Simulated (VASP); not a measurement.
NaCaBr3:

```
Na Ca Br
1.0
     5.64131    0.00000    0.00000
     0.00000    5.64131    0.00000
     0.00000    0.00000    5.64131
Na Ca Br
1 1 3
Direct
  0.00000 0.00000 0.00000
  0.50000 0.50000 0.50000
  0.50000 0.50000 0.00000
  0.50000 0.00000 0.50000
  0.00000 0.50000 0.50000
```

Base run:

```yaml
Program: VASP 6.6.1
Functional: r2SCAN
Potentials_or_basis: VASP PAW PBE potentials, release 64 (Na_pv, Ca_sv, Br)
Cutoff: 520 eV
k_mesh: 4 × 4 × 4
Occupations: gaussian, width 0.01 eV
Spin: no spin polarisation
```

Its results: band gap on the k mesh 3.80 eV (least direct gap 4.14 eV); pressure 0.1 GPa.

**Question.** The run is repeated on the same cell with these changes: functional from r2SCAN to PBE; further incar settings from ALGO = Normal; EDIFF = 1e-06; NBANDS = 27 to ALGO = Normal; EDIFF = 1e-07; NBANDS = 27. What comes out?

**Answer.** Band gap on the k mesh 3.07 eV (least direct gap 3.40 eV); pressure 0.5 GPa.

Caveats: the PAW data sets were made with another functional, which shifts forces and pressure a little (at least some runs).

A k mesh can miss the band edges.
